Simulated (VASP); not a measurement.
Wanted: the native input for a VASP 6.6.1 run.

* Task: single point
* Functional: PBE
* Potentials or basis: VASP PAW PBE potentials, release 64 (Ti_sv, N)
* Cutoff: 520 eV
* k mesh: 16 × 16 × 16
* Occupations: fermi-dirac, width 0.025 eV
* Spin: no spin polarisation
* Dipole correction: no
* Further INCAR settings: ALGO = Normal; EDIFF = 1e-06; NBANDS = 16

The structure of TiN lies in POSCAR:

```
TiN
1.0
    0.0000000000      2.1200000000      2.1200000000
    2.1200000000      0.0000000000      2.1200000000
    2.1200000000      2.1200000000      0.0000000000
Ti N
1 1
Direct
    0.0000000000      0.0000000000      0.0000000000
    0.5000000000      0.5000000000      0.5000000000
```

One way to write it, as run:

INCAR

```
  PREC = Accurate
  ENCUT = 520
  EDIFF = 1E-6
  ISMEAR = -1
  SIGMA = 0.025
  LREAL = False
  LASPH = True
  NELM = 100
  ALGO = Normal
  ISIF = 2
  LWAVE = False
  LCHARG = True
  GGA = PE
  LELF = True
  LVHAR = True
  NBANDS = 16
```

KPOINTS

```
Automatic mesh
0
Gamma
  16 16 16
```

Potentials or basis: VASP PAW PBE potentials, release 64 (Ti_sv, N).

Command:

```console
$ cat potpaw_PBE.64/Ti_sv/POTCAR potpaw_PBE.64/N/POTCAR > POTCAR
$ mpirun -np 1 vasp_std > vasp.out
```

It gave:

| Property | Result |
| --- | --- |
| Pressure | 1.8 GPa |

Run time: 17 s on 1 thread of Intel(R) Xeon(R) 6975P-C (Granite Rapids), on a shared host, peak memory 0.17 GiB.
